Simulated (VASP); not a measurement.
# TiSi2 (Fddd) in VASP: notebook, part 2 of 2

VASP 6.6.1. The steps go on from the part before.

### Step 3. Single point, PBE

The input, INCAR:

```
PREC = Accurate
ENCUT = 520
EDIFF = 1E-6
ISMEAR = 1
SIGMA = 0.1
LREAL = Auto
LASPH = T
NELM = 100
ALGO = Normal
ISIF = 2
LWAVE = F
LCHARG = T
GGA = PE
LELF = T
LVHAR = T
NBANDS = 190
```

The input, KPOINTS:

```
regular mesh
0
Gamma
  2 2 2
```

The input, POSCAR:

```
TiSi2
1.0
    4.8081252051      8.2721766667      0.0000000000
    4.8081252051     -8.2721766667      0.0000000000
   -4.8081252051      0.0000000000     -8.5559772538
Ti Si
16 32
Direct
    0.2500000000      0.2500000000      0.0000000000
    0.3750000000      0.1250000000      0.2500000000
    0.2500000000      0.2500000000      0.5000000000
    0.3750000000      0.1250000000      0.7500000000
    0.2500000000      0.7500000000      0.0000000000
    0.3750000000      0.6250000000      0.2500000000
    0.2500000000      0.7500000000      0.5000000000
    0.3750000000      0.6250000000      0.7500000000
    0.7500000000      0.2500000000      0.0000000000
    0.8750000000      0.1250000000      0.2500000000
    0.7500000000      0.2500000000      0.5000000000
    0.8750000000      0.1250000000      0.7500000000
    0.7500000000      0.7500000000      0.0000000000
    0.8750000000      0.6250000000      0.2500000000
    0.7500000000      0.7500000000      0.5000000000
    0.8750000000      0.6250000000      0.7500000000
    0.4183743433      0.0816256567      0.0000000000
    0.0816256567      0.4183743433      0.0000000000
    0.0433743433      0.4566256567      0.2500000000
    0.2066256567      0.2933743433      0.2500000000
    0.4183743433      0.0816256567      0.5000000000
    0.0816256567      0.4183743433      0.5000000000
    0.0433743433      0.4566256567      0.7500000000
    0.2066256567      0.2933743433      0.7500000000
    0.4183743433      0.5816256567      0.0000000000
    0.0816256567      0.9183743433      0.0000000000
    0.0433743433      0.9566256567      0.2500000000
    0.2066256567      0.7933743433      0.2500000000
    0.4183743433      0.5816256567      0.5000000000
    0.0816256567      0.9183743433      0.5000000000
    0.0433743433      0.9566256567      0.7500000000
    0.2066256567      0.7933743433      0.7500000000
    0.9183743433      0.0816256567      0.0000000000
    0.5816256567      0.4183743433      0.0000000000
    0.5433743433      0.4566256567      0.2500000000
    0.7066256567      0.2933743433      0.2500000000
    0.9183743433      0.0816256567      0.5000000000
    0.5816256567      0.4183743433      0.5000000000
    0.5433743433      0.4566256567      0.7500000000
    0.7066256567      0.2933743433      0.7500000000
    0.9183743433      0.5816256567      0.0000000000
    0.5816256567      0.9183743433      0.0000000000
    0.5433743433      0.9566256567      0.2500000000
    0.7066256567      0.7933743433      0.2500000000
    0.9183743433      0.5816256567      0.5000000000
    0.5816256567      0.9183743433      0.5000000000
    0.5433743433      0.9566256567      0.7500000000
    0.7066256567      0.7933743433      0.7500000000
```

Potentials or basis: VASP PAW PBE potentials, release 64 (Ti_sv, Si).

Launch:

```console
> cat potpaw_PBE.64/Ti_sv/POTCAR potpaw_PBE.64/Si/POTCAR > POTCAR
> mpirun -np 1 vasp_std > vasp.out
```

OUTCAR:

```text
PREC = Accurate
   ENCUT = 520
   EDIFF = 1E-6
   ISMEAR = 1
   LREAL = Auto
   LASPH = T
   NELM = 100
   ISIF = 2
   GGA = PE

 ion  position               nearest neighbor table
   1  0.250  0.250  0.000-  20 2.56  24 2.56  31 2.56  35 2.56  25 2.76  33 2.76  34 2.76  26 2.76
                            17 2.79  18 2.79
   2  0.375  0.125  0.250-  17 2.56  21 2.56  26 2.56  38 2.56  28 2.76  35 2.76  36 2.76  27 2.76
                            20 2.79  43 2.79
   3  0.250  0.250  0.500-  20 2.56  24 2.56  27 2.56  39 2.56  30 2.76  37 2.76  38 2.76  29 2.76
                            22 2.79  21 2.79
[... 1180 lines left out ...]
  Total       -0.9513223      2.3544050     -3.5370507      0.0000000      0.0000000      0.0000000
  in kB       -2.2394588      5.5423833     -8.3263888      0.0000000      0.0000000      0.0000000
  external PRESSURE =      -1.6744881 kB  Pullay stress =       0.0000000 kB

 VOLUME and BASIS-vectors are now :
 -----------------------------------------------------------------------------
  energy-cutoff  :      520.00
  volume of cell :      680.61
      direct lattice vectors                 reciprocal lattice vectors
     4.808125205  8.272176667  0.000000000     0.103990636  0.060443583 -0.058438678
     4.808125205 -8.272176667  0.000000000     0.103990636 -0.060443583 -0.058438678
    -4.808125205  0.000000000 -8.555977254     0.000000000  0.000000000 -0.116877356

 POSITION                                       TOTAL-FORCE (eV/Angst)
 -----------------------------------------------------------------------------------
      2.40406      0.00000      0.00000        -0.000000      0.000000     -0.000000
      1.20203      2.06804     -2.13899        -0.000000      0.000000      0.000000
      0.00000      0.00000     -4.27799        -0.000000      0.000000     -0.000000
     -1.20203      2.06804     -6.41698        -0.000000      0.000000     -0.000000
      4.80813     -4.13609      0.00000        -0.000000      0.000000     -0.000000
      3.60609     -2.06804     -2.13899        -0.000000      0.000000     -0.000000
[... 40 lines left out ...]
      3.60609     -3.41849     -6.41698         0.000000     -0.049367      0.000000
      3.60609     -0.71760     -6.41698        -0.000000      0.049367     -0.000000
 -----------------------------------------------------------------------------------
    total drift:                               -0.000000      0.000000     -0.000000

  FREE ENERGIE OF THE ION-ELECTRON SYSTEM (eV)
  ---------------------------------------------------
  free  energy   TOTEN  =      -326.0905141993 eV

  energy  without entropy=     -326.0905488346  energy(sigma->0) =     -326.09052574
```

It took 40 min on 1 thread of Oxide Virtual Turin-like, shared host; peak memory 0.98 GiB.

What came out:

| Quantity | Value |
| --- | --- |
| Free energy | -326.0905 eV |
| Pressure | -0.2 GPa |
| Largest force | 0.049 eV/Å |
| Band gap on the k mesh | zero (bands 160 and 161 overlap by 0.21 eV) |

Forces in eV/Å, atoms in the order of the input:
```
Ti   0.000  0.000  0.000
Ti   0.000  0.000  0.000
Ti   0.000  0.000  0.000
Ti   0.000  0.000  0.000
Ti   0.000  0.000  0.000
Ti   0.000  0.000  0.000
Ti   0.000  0.000  0.000
Ti   0.000  0.000  0.000
Ti   0.000  0.000  0.000
Ti   0.000  0.000  0.000
Ti   0.000  0.000  0.000
Ti   0.000  0.000  0.000
Ti   0.000  0.000  0.000
Ti   0.000  0.000  0.000
Ti   0.000  0.000  0.000
Ti   0.000  0.000  0.000
Si   0.000 -0.049  0.000
Si   0.000  0.049  0.000
Si   0.000 -0.049  0.000
Si   0.000  0.049  0.000
Si   0.000 -0.049  0.000
Si   0.000  0.049  0.000
Si   0.000 -0.049  0.000
Si   0.000  0.049  0.000
Si   0.000 -0.049  0.000
Si   0.000  0.049  0.000
Si   0.000 -0.049  0.000
Si   0.000  0.049  0.000
Si   0.000 -0.049  0.000
Si   0.000  0.049  0.000
Si   0.000 -0.049  0.000
Si   0.000  0.049  0.000
Si   0.000 -0.049  0.000
Si   0.000  0.049  0.000
Si   0.000 -0.049  0.000
Si   0.000  0.049  0.000
Si   0.000 -0.049  0.000
Si   0.000  0.049  0.000
Si   0.000 -0.049  0.000
Si   0.000  0.049  0.000
Si   0.000 -0.049  0.000
Si   0.000  0.049  0.000
Si   0.000 -0.049  0.000
Si   0.000  0.049  0.000
Si   0.000 -0.049  0.000
Si   0.000  0.049  0.000
Si   0.000 -0.049  0.000
Si   0.000  0.049  0.000
```

Caveat: the k points lie up to 0.42 Å⁻¹ apart.
